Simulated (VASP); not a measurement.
Al3GaN4: single point with PBEsol

Al3GaN4:

```
CELL_PARAMETERS angstrom
5.04341 0.00000 0.00004
0.00000 3.13007 0.00000
-0.00307 0.00000 5.33672
ATOMIC_POSITIONS crystal
Al 0.49975 0.50000 0.16781
Al 0.00030 0.50000 0.83447
Al 0.00054 0.00000 0.33107
Ga 0.49840 0.00000 0.66682
N 0.11157 0.00000 0.66783
N 0.12329 0.50000 0.16861
N 0.62585 0.50000 0.83868
N 0.62389 0.00000 0.32470
```

This cell differs from its parent crystal: strain along c alone, the other axes held: -1.5 %, then relaxed in part.

```yaml
Program: VASP 6.6.1
Task: single point
Functional: PBEsol
Potentials_or_basis: VASP PAW PBE potentials, release 64 (Al, Ga_d, N)
Cutoff: 520 eV
k_mesh: 6 × 8 × 4
Occupations: gaussian, width 0.02 eV
Spin: no spin polarisation
```

```
Pressure               : 3.1 GPa
Largest force          : 0.020 eV/Å
Band gap on the k mesh : 3.61 eV
```

Forces on the atoms (eV/Å):
```
Al   0.002  0.000  0.006
Al  -0.005  0.000 -0.004
Al  -0.005  0.000  0.003
Ga   0.011  0.000 -0.002
N    0.015  0.000  0.000
N    0.000  0.000  0.003
N   -0.011  0.000 -0.017
N   -0.006  0.000  0.011
```

Stress tensor (GPa, compression positive):
```
1.53 0.00 0.01
0.00 2.10 0.00
0.01 0.00 5.60
```

Levels at points of the mesh, in eV from the valence-band top:
| k point | band 18 | band 19 | band 20 | band 21 | band 22 | band 23 | band 24 | band 25 |
| --- | --- | --- | --- | --- | --- | --- | --- | --- |
| (0.00, 0.00, 0.00) | -0.78 | -0.05 | -0.03 | 0.00 | 3.61 | 5.39 | 5.80 | 6.14 |
| (0.50, 0.00, 0.00) | -0.70 | -0.58 | -0.29 | -0.22 | 4.82 | 5.19 | 5.78 | 6.19 |
| (0.00, 0.50, 0.00) | -1.91 | -1.83 | -1.58 | -1.52 | 5.61 | 5.63 | 7.70 | 7.81 |
| (0.50, 0.50, 0.00) | -1.23 | -1.21 | -1.20 | -0.96 | 6.15 | 6.51 | 6.51 | 6.56 |
| (0.00, 0.00, 0.50) | -0.61 | -0.59 | -0.40 | -0.26 | 5.57 | 5.82 | 6.98 | 7.38 |
| (0.50, 0.00, 0.50) | -1.27 | -1.23 | -1.19 | -0.81 | 5.90 | 6.15 | 6.32 | 6.46 |
| (0.00, 0.50, 0.50) | -2.01 | -1.92 | -0.73 | -0.58 | 5.32 | 5.61 | 5.88 | 5.93 |
| (0.50, 0.50, 0.50) | -1.48 | -1.45 | -1.33 | -1.24 | 4.70 | 5.12 | 5.15 | 5.20 |

Run time: 110 s on 1 thread of Intel(R) Xeon(R) Platinum 8559C (Emerald Rapids), with other jobs on the host, peak memory 0.29 GiB.

Caveat: the cell differs from its parent crystal (strain along c alone, the other axes held: -1.5 %, then relaxed in part); the cell stands under pressure; the PAW data sets were made with another functional, which shifts forces and pressure a little. A k mesh can miss the band edges.
